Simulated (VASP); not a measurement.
## Ti3Se: single point with PBE

Crystal: Ti3Se.

```
Ti Se
1.0
    -1.93238    1.93238    4.36477
     1.93238   -1.93238    4.36477
     1.93238    1.93238   -4.36477
Ti Se
3 1
Cartesian
  0.0000 0.0000 4.3648
  1.9324 0.0000 2.1824
  0.0000 1.9324 2.1824
  0.0000 0.0000 0.0000
```

```
Program             : VASP 6.6.1
Task                : single point
Functional          : PBE
Potentials or basis : VASP PAW PBE potentials, release 64 (Ti_sv, Se)
Cutoff              : 520 eV
k mesh              : 6 × 6 × 6
Occupations         : gaussian, width 0.1 eV
Spin                : collinear spin, ferromagnetic start
Starting moments    : [0.48, 0.21, 0.21, 0.0] μB
```

The pressure is -0.2 GPa. The net moment is 0.94 μB per cell. The site moments are Ti +0.34, +0.19; Se -0.01 μB and the valence electrons inside the program's atomic spheres are Ti 10.33, 10.34; Se 3.85.

Stress tensor (GPa, compression positive):
```
-0.40  0.00  0.00
 0.00 -0.40  0.00
 0.00  0.00  0.27
```

Levels at points of the mesh, in eV from the Fermi level:
Spin up:
```tsv
k point	band 20	band 21	band 22	band 23	band 24	band 25
(0.00, 0.00, 0.00)	-1.49	-0.66	-0.02	-0.02	0.84	1.52
(0.50, 0.00, 0.00)	-0.27	0.31	0.35	0.49	0.74	1.12
(0.50, 0.50, 0.00)	-0.48	-0.37	-0.06	0.90	0.91	1.50
(0.50, 0.50, 0.50)	-1.70	-1.14	-1.02	0.26	1.22	2.17
```
Spin down:
```csv
k point,band 19,band 20,band 21,band 22,band 23,band 24
"(0.00, 0.00, 0.00)",-1.35,-1.22,-0.37,0.34,0.34,1.02
"(0.50, 0.00, 0.00)",-0.43,-0.02,0.53,0.62,0.62,1.03
"(0.50, 0.50, 0.00)",-0.55,-0.34,-0.01,0.25,1.03,1.22
"(0.50, 0.50, 0.50)",-1.48,-1.48,-0.95,-0.80,0.44,1.38
```

Run time: 3.5 min on 1 thread of Intel(R) Xeon(R) Platinum 8488C (Sapphire Rapids), on a shared host, peak memory 0.33 GiB.

Caveat: the k points lie up to 0.38 Å⁻¹ apart.
